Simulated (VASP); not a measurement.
GaN, 2 atoms in the cell. The structure is cubic, space group Fm-3m (No. 225). Conventional cell: a = 4.133 Å, b = 4.133 Å, c = 4.133 Å, α = 90.00°, β = 90.00°, γ = 90.00°. Within 2.7 Å of Ga (site symmetry m-3m) lie 6 N at 2.07 Å. N (site symmetry m-3m) has 6 Ga at 2.07 Å within 2.7 Å.  This cell differs from its parent crystal: strain -2.0%.

- Program: VASP 6.6.1
- Task: single point
- Functional: HSE06
- Potentials or basis: VASP PAW PBE potentials, release 64 (Ga_d, N)
- Cutoff: 520 eV
- k mesh: 8 × 8 × 8
- Occupations: gaussian, width 0.01 eV
- Spin: no spin polarisation
- Dipole correction: no
- Grid for exact exchange (PRECFOCK): Normal
- Further INCAR settings: ALGO = Normal; EDIFF = 1e-06; NBANDS = 16
- Share of exact exchange: 0.25
- Screening parameter: 0.2079 1/Å

Potentials or basis: VASP PAW PBE potentials, release 64 (Ga_d, N).

Launch:

```console
$ cat potpaw_PBE.64/Ga_d/POTCAR potpaw_PBE.64/N/POTCAR > POTCAR
$ cp INCAR.step1 INCAR
$ mpirun -np 4 vasp_std > vasp.out
$ cp INCAR.step2 INCAR
$ mpirun -np 4 vasp_std > vasp.out
```

Hardware: 4 MPI ranks on Intel(R) Xeon(R) Platinum 8259CL CPU @ 2.50GHz (Skylake/Cascade Lake), on a shared host.

**Question.** How long does it take, and how much memory?

**Answer.** Run time: 31 min on 4 MPI ranks on Intel(R) Xeon(R) Platinum 8259CL CPU @ 2.50GHz (Skylake/Cascade Lake) (shared host), peak memory 0.25 GiB a rank. Counts: k points 29.
